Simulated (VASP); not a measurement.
# Ge (Cmmm) in VASP: density of states with PBEsol+D3(BJ)

Aim: the density of states of Ge with PBEsol+D3(BJ).

Everything below comes from runs of VASP 6.6.1. Logs are shortened: lines on timing, memory, paths and dates and some standing lists are left out, and cuts for length are marked.

### 1 The cell of the first run

Symmetry: Cmmm, No. 65, orthorhombic system. Conventional cell: a = 2.794 Å, b = 5.201 Å, c = 2.698 Å, α = 90.00°, β = 90.00°, γ = 90.00°. Within 3.6 Å of Ge (site symmetry mmm) lie 8 Ge at 2.70 to 2.95 Å.

### 2 Density of states, PBEsol+D3(BJ)

Input file POSCAR:

```
Ge
1.0
    1.3971490000     -2.6005160000      0.0000000000
    1.3971490000      2.6005160000      0.0000000000
    0.0000000000      0.0000000000      2.6982310000
Ge
1
Direct
    0.5000000000      0.5000000000      0.0000000000
```

Input file INCAR.step1:

```
SYSTEM = Ge
PREC = Accurate
ENCUT = 520
EDIFF = 1E-6
ISMEAR = 1
SIGMA = 0.05
LREAL = .FALSE.
LASPH = .TRUE.
NELM = 100
ALGO = Normal
ISIF = 2
LWAVE = .FALSE.
LCHARG = .TRUE.
GGA = PS
IVDW = 12
NBANDS = 13
```

Input file KPOINTS.step1:

```
regular mesh
0
G
  7 7 7
  0 0 0
```

Input file INCAR.step2:

```
SYSTEM = Ge
PREC = Accurate
ENCUT = 520
EDIFF = 1E-6
ISMEAR = -5
SIGMA = 0.05
LREAL = .FALSE.
LASPH = .TRUE.
NELM = 100
ALGO = Normal
ISIF = 2
LWAVE = .FALSE.
LCHARG = .FALSE.
GGA = PS
IVDW = 12
LORBIT = 10
NBANDS = 13
NEDOS = 1001
ICHARG = 11
```

Input file KPOINTS.step2:

```
regular mesh
0
G
  11 11 11
  0 0 0
```

Potentials or basis: VASP PAW PBE potentials, release 64 (Ge_d).

Started as:

```console
> cat potpaw_PBE.64/Ge_d/POTCAR > POTCAR
> cp INCAR.step1 INCAR
> cp KPOINTS.step1 KPOINTS
> mpirun -np 1 vasp_std > vasp.out
> cp INCAR.step2 INCAR
> cp KPOINTS.step2 KPOINTS
> mpirun -np 1 vasp_std > vasp.out
```

OUTCAR:

```text
SYSTEM = Ge
   PREC = Accurate
   ENCUT = 520
   EDIFF = 1E-6
   ISMEAR = -5
   LREAL = .FALSE.
   LASPH = .TRUE.
   NELM = 100
   ISIF = 2
   GGA = PS
   IVDW = 12
   LORBIT = 10
   ICHARG = 11
 IVDW          = 12

 ion  position               nearest neighbor table
   1  0.500  0.500  0.000-

  LATTYP: Found a base centered orthorhombic cell.
 ALAT       =     2.7942980000
 B/A-ratio  =     1.8613018368
 C/A-ratio  =     0.9656203454

  Lattice vectors:

 A1 = (   1.3971490000,  -2.6005160000,   0.0000000000)
 A2 = (   1.3971490000,   2.6005160000,   0.0000000000)
 A3 = (   0.0000000000,   0.0000000000,   2.6982310000)

Analysis of symmetry for initial positions (statically):
=====================================================================
 Subroutine PRICEL returns:
 Original cell was already a primitive cell.

 Routine SETGRP: Setting up the symmetry group for a
 base centered orthorhombic supercell.

 Subroutine GETGRP returns: Found  8 space group operations
 (whereof  8 operations were pure point group operations)
 out of a pool of  8 trial point group operations.

The static configuration has the point symmetry D_2h.

Analysis of symmetry for dynamics (positions and initial velocities):
=====================================================================
 Subroutine PRICEL returns:
 Original cell was already a primitive cell.

 Routine SETGRP: Setting up the symmetry group for a
 base centered orthorhombic supercell.

 Subroutine GETGRP returns: Found  8 space group operations
 (whereof  8 operations were pure point group operations)
 out of a pool of  8 trial point group operations.

The dynamic configuration has the point symmetry D_2h.

 Subroutine INISYM returns: Found  8 space group operations
 (whereof  8 operations are pure point group operations),
 and found     1 'primitive' translations

----------------------------------------------------------------------------------------

                                     Primitive cell

  volume of cell :      19.6070

  direct lattice vectors                    reciprocal lattice vectors
     1.397149000 -2.600516000  0.000000000     0.357871637 -0.192269534  0.000000000
     1.397149000  2.600516000  0.000000000     0.357871637  0.192269534  0.000000000
     0.000000000  0.000000000  2.698231000     0.000000000  0.000000000  0.370613191

  length of vectors
     2.952068562  2.952068562  2.698231000     0.406250763  0.406250763  0.370613191

  position of ions in fractional coordinates (direct lattice)
     0.500000000  0.500000000  0.000000000

  ion indices of the primitive-cell ions
   primitive index   ion index
                 1           1

----------------------------------------------------------------------------------------

 KPOINTS: regular mesh

Automatic generation of k-mesh.
 Grid dimensions read from file:
 generate k-points for:   11   11   11

 Generating k-lattice:

  Cartesian coordinates                     Fractional coordinates (reciprocal lattice)
     0.032533785 -0.017479049  0.000000000     0.090909091  0.000000000  0.000000000
     0.032533785  0.017479049  0.000000000     0.000000000  0.090909091  0.000000000
     0.000000000  0.000000000  0.033692108     0.000000000  0.000000000  0.090909091

  Length of vectors
     0.036931888  0.036931888  0.033692108

  Shift w.r.t. Gamma in fractional coordinates (k-lattice)
     0.000000000  0.000000000  0.000000000

 TETIRR: Found   2001 inequivalent tetrahedra from     7986

 Subroutine IBZKPT returns following result:
 ===========================================

 Found    216 irreducible k-points:

 Following reciprocal coordinates:
            Coordinates               Weight
  0.000000  0.000000  0.000000      1.000000
  0.090909  0.000000  0.000000      4.000000
  0.181818 -0.000000  0.000000      4.000000
  0.272727  0.000000  0.000000      4.000000
  0.363636 -0.000000  0.000000      4.000000
  0.454545  0.000000  0.000000      4.000000
[... 16 lines left out ...]
 -0.272727  0.181818  0.000000      4.000000
 -0.181818  0.181818  0.000000      2.000000
 [... further k-points ...]
   k-points           NKPTS =    216   k-points in BZ     NKDIM =    216   number of bands    NBANDS=     13
   number of dos      NEDOS =   1001   number of ions     NIONS =      1
   total plane-waves  NPLWV =  11520
   dimension x,y,z NGX =    24 NGY =   24 NGZ =   20
   dimension x,y,z NGXF=    48 NGYF=   48 NGZF=   40
   ions per type =               1
   NGX,Y,Z   is equivalent  to a cutoff of  13.52, 13.52, 12.32 a.u.
   NGXF,Y,Z  is equivalent  to a cutoff of  27.03, 27.03, 24.65 a.u.
 SYSTEM =  Ge
   PREC   = accura    normal or accurate (medium, high low for compatibility)
   ISTART =      0    job   : 0-new  1-cont  2-samecut
   ICHARG =     11    charge: 1-file 2-atom 10-const
   ISPIN  =      1    spin polarized calculation?
   LNONCOLLINEAR =      F non collinear calculations
   LSORBIT =      F    spin-orbit coupling
   LASPH  =      T    aspherical Exc in radial PAW
   ENCUT  =  520.0 eV  38.22 Ry    6.18 a.u.   5.49  5.49  5.02*2*pi/ulx,y,z
   NELM   =    100;   NELMIN=  2; NELMDL=  0     # of ELM steps
   EDIFF  = 0.1E-05   stopping-criterion for ELM
   LREAL  =      F    real-space projection
   EDIFFG = 0.1E-04   stopping-criterion for IOM
   NSW    =      0    number of steps for IOM
   IBRION =     -1    ionic relax: 0-MD 1-quasi-New 2-CG
   NFREE  =      0    steps in history (QN), initial steepest desc. (CG)
   ISIF   =      2    stress and relaxation
   ISYM   =      2    0-nonsym 1-usesym 2-fastsym
   POTIM  = 0.5000    time-step for ionic-motion
   TEBEG  =    0.0;   TEEND  =   0.0 temperature during run
   PSTRESS=    0.0 pullay stress
   NELECT =      14.0000    total number of electrons
   NUPDOWN=      -1.0000    fix difference up-down
   EMIN   =  10.00;   EMAX   =-10.00  energy-range for DOS
   EFERMI =   0.00;   METHOD = LEGACY
   ISMEAR =    -5;   SIGMA  =   0.05  broadening in eV -4-tet -1-fermi 0-gaus
   EFERMI_NEDOS =   21; number of points for ismear=-14 and -15
   IALGO  =     38    algorithm
   IMIX   =      4    mixing-type and parameters
     AMIX     =   0.40;   BMIX     =  1.00
     AMIX_MAG =   1.60;   BMIX_MAG =  1.00
  volume/ion in A,a.u.               =      19.61       132.31
  Fermi-wavevector in a.u.,A,eV,Ry     =   1.463234  2.765111 29.130796  2.141053
  Thomas-Fermi vector in A             =   2.579353
   LORBIT       =     10    0 simple, 1 ext, 2 COOP (PROOUT), +10 PAW based schemes
   GGA     = PS    functional components
   LHFCALC =     F    Hartree Fock is set to
   AEXX    =    0.0000 exact exchange contribution
   IVDW    =    12    specifies the selected vdW correction
   LEPSILON=     F    determine dielectric tensor
   LRPA    =     F    only Hartree local field effects (RPA)
 non-spin polarized calculation
 Fermi weights with tetrahedron method with Bloechl corrections
  energy-cutoff  :      520.00
  volume of cell :       19.61
 maximum number of plane-waves:       542
 NGX is ok and might be reduce to    24

 number of electron      14.0000003 magnetization

 Free energy of the ion-electron system (eV)
  ---------------------------------------------------
  ext. energy  EPLUGINS =         0.00000000
  ---------------------------------------------------
  free energy    TOTEN  =        -4.73492522 eV

  energy without entropy =       -4.73492522  energy(sigma->0) =       -4.73492522

 E-fermi :   6.1112     XC(G=0): -11.1890

 val. band max:        6.4525635037   @ k =   0.1818   0.1818   0.2727
 cond. band min:       5.9229318440   @ k =   0.4545   0.2727   0.2727
 fundamental gap:     -0.5296316597
 Fermi energy:         6.1111825421

 k-point     1 :       0.0000    0.0000    0.0000
  band No.  band energies     occupation
      1     -18.5884      2.00000
      2     -18.5419      2.00000
      3     -18.4911      2.00000
      4     -18.3758      2.00000
      5     -18.3585      2.00000
      6      -6.7978      2.00000
      7      12.7288      0.00000
      8      13.1994      0.00000
      9      14.7015      0.00000
     10      16.2586      0.00000
     11      18.5412      0.00000
     12      20.9109      0.00000
     13      21.0651      0.00000

 k-point     2 :       0.0909    0.0000    0.0000
  band No.  band energies     occupation
      1     -18.5822      2.00000
      2     -18.5335      2.00000
      3     -18.4921      2.00000
      4     -18.3770      2.00000
      5     -18.3625      2.00000
      6      -6.5971      2.00000
      7      12.3271      0.00000
      8      12.9239      0.00000
      9      13.1524      0.00000
     10      16.6925      0.00000
     11      18.2363      0.00000
     12      19.8583      0.00000
     13      22.2206      0.00000

 k-point     3 :       0.1818   -0.0000    0.0000
  band No.  band energies     occupation
      1     -18.5694      2.00000
      2     -18.5170      2.00000
      3     -18.4853      2.00000
      4     -18.3818      2.00000
      5     -18.3718      2.00000
      6      -5.9959      2.00000
      7       9.5365      0.00000
      8      11.7222      0.00000
      9      13.4969      0.00000
     10      16.0932      0.00000
     11      17.7812      0.00000
     12      21.7897      0.00000
     13      24.8486      0.00000

 k-point     4 :       0.2727    0.0000    0.0000
  band No.  band energies     occupation
      1     -18.5627      2.00000
      2     -18.5082      2.00000
      3     -18.4539      2.00000
      4     -18.3932      2.00000
      5     -18.3788      2.00000
      6      -4.9997      2.00000
      7       6.4122      0.68915
      8      10.6740      0.00000
      9      14.4013      0.00000
     10      14.8474      0.00000
     11      18.6623      0.00000
     12      24.4153      0.00000
     13      27.3549      0.00000

 k-point     5 :       0.3636   -0.0000    0.0000
  band No.  band energies     occupation
      1     -18.5665      2.00000
      2     -18.4974      2.00000
      3     -18.4182      2.00000
      4     -18.4062      2.00000
      5     -18.3826      2.00000
      6      -3.6385      2.00000
      7       3.5442      2.06172
      8       9.9344      0.00000
      9      13.9995      0.00000
     10      15.5103      0.00000
     11      19.9474      0.00000
     12      24.7958      0.00000
     13      25.5821      0.00000
[... 257 lines left out ...]
 k-point    22 :      -0.3636    0.1818    0.0000
  band No.  band energies     occupation
      1     -18.5511      2.00000
      2     -18.5236      2.00000
      3     -18.4445      2.00000
      4     -18.3989      2.00000
      5     -18.3746      2.00000
      6      -4.6039      2.00000
      7       5.7007      1.60071
      8       8.0520     -0.00000
      9      14.7167      0.00000
     10      18.7778      0.00000
     11      20.0868      0.00000
     12      22.9141      0.00000
     13      26.6359      0.00000

 k-point    23 :      -0.2727    0.1818    0.0000
  band No.  band energies     occupation
      1     -18.5728      2.00000
      2     -18.5297      2.00000
      3     -18.4549      2.00000
      4     -18.3932      2.00000
      5     -18.3652      2.00000
      6      -5.5407      2.00000
      7       6.9040      0.25445
      8      11.0269      0.00000
      9      13.8926      0.00000
     10      17.7120      0.00000
     11      18.9818      0.00000
     12      22.5738      0.00000
     13      26.9457      0.00000

 k-point    24 :      -0.1818    0.1818    0.0000
  band No.  band energies     occupation
      1     -18.5822      2.00000
      2     -18.5353      2.00000
      3     -18.4661      2.00000
      4     -18.3876      2.00000
      5     -18.3608      2.00000
      6      -6.0904      2.00000
      7       8.3035     -0.08784
      8      13.2704      0.00000
      9      13.3912      0.00000
     10      16.6847      0.00000
     11      18.1666      0.00000
     12      23.8247      0.00000
     13      23.8816      0.00000

 [... further k-points ...]

------------------------ aborting loop because EDIFF is reached ----------------------------------------

 Edisp (eV)   -0.31359

 E8    (eV) :    -0.2091

  FORCE on cell =-STRESS in cart. coord.  units (eV):
  Direction    XX          YY          ZZ          XY          YZ          ZX
  --------------------------------------------------------------------------------------
  -------------------------------------------------------------------------------------
  Total      -0.77284    -1.06409    -0.56382     0.00000     0.00000     0.00000
  in kB     -63.15198   -86.95165   -46.07225     0.00000     0.00000     0.00000
  external pressure =      -65.39 kB  Pullay stress =        0.00 kB

 VOLUME and BASIS-vectors are now :
 -----------------------------------------------------------------------------
  energy-cutoff  :      520.00
  volume of cell :       19.61
      direct lattice vectors                 reciprocal lattice vectors
     1.397149000 -2.600516000  0.000000000     0.357871637 -0.192269534  0.000000000
     1.397149000  2.600516000  0.000000000     0.357871637  0.192269534  0.000000000
     0.000000000  0.000000000  2.698231000     0.000000000  0.000000000  0.370613191

 POSITION                                       TOTAL-FORCE (eV/Angst)
 -----------------------------------------------------------------------------------
      1.39715      0.00000      0.00000        -0.000000     -0.000000      0.000000
 -----------------------------------------------------------------------------------
    total drift:                               -0.000000     -0.000000     -0.000000

  FREE ENERGIE OF THE ION-ELECTRON SYSTEM (eV)
  ---------------------------------------------------
  free  energy   TOTEN  =        -5.0485199658 eV

  energy  without entropy=       -5.0485199658  energy(sigma->0) =       -5.04851997

 total charge

# of ion       s       p       d       tot
------------------------------------------
    1        1.220   0.975  10.018  12.213
```

It took 30 s on 1 thread of AMD EPYC 7R13 (Zen 3), shared host; peak memory 0.14 GiB.

What came out:

| Quantity | Value |
| --- | --- |
| Valence electrons inside the program's atomic spheres | Ge 12.21 |
| Dispersion energy per atom | -0.314 eV |

Caveat: the k points lie up to 0.36 Å⁻¹ apart; the PAW data sets were made with another functional, which shifts forces and pressure a little; pairwise dispersion overbinds metals, which lowers pressure and volume; tetrahedron occupations give inexact forces and stress in metals.
